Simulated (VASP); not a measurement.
Here is a VASP 6.6.1 calculation.

Contents of INCAR:

```
SYSTEM = CsSrF3
  ALGO = Normal
  EDIFF = 1E-6
  ENCUT = 520
  GGA = CA
  ISIF = 2
  ISMEAR = 0
  LASPH = .True.
  LCHARG = .False.
  LREAL = .False.
  LWAVE = .False.
  NBANDS = 28
  NELM = 60
  PREC = Accurate
  SIGMA = 0.05
```

Contents of KPOINTS:

```
k-points
0
Gamma
  6 6 6
  0 0 0
```

POSCAR

```
CsSrF3
1.0
    4.8283253147      0.5805317827      0.5805317827
    0.5805317827      4.8283253147      0.5805317827
    0.5805317827      0.5805317827      4.8283253147
Cs Sr F
1 1 3
Direct
    0.0000000000      0.0000000000      0.0000000000
    0.5000000000      0.5000000000      0.5000000000
    0.0000000000      0.5000000000      0.5000000000
    0.5000000000      0.0000000000      0.5000000000
    0.5000000000      0.5000000000      0.0000000000
```

Potentials or basis: VASP PAW LDA potentials, release 64 (Cs_sv, Sr_sv, F).

Run with:

```bash
$ cat potpaw_LDA.64/Cs_sv/POTCAR potpaw_LDA.64/Sr_sv/POTCAR potpaw_LDA.64/F/POTCAR > POTCAR
$ mpirun -np 1 vasp_std > vasp.out
```

Task: Predict the pressure.

Result: -3.6 GPa.

Task: What does it give for the band gap on the k mesh?

Result: 4.99 eV, direct.

Stress tensor (GPa, compression positive):
```
-3.61 -3.21 -3.21
-3.21 -3.61 -3.21
-3.21 -3.21 -3.61
```

Caveat: spin-orbit coupling is left out, which moves the levels of the heavy elements. A k mesh can miss the band edges.
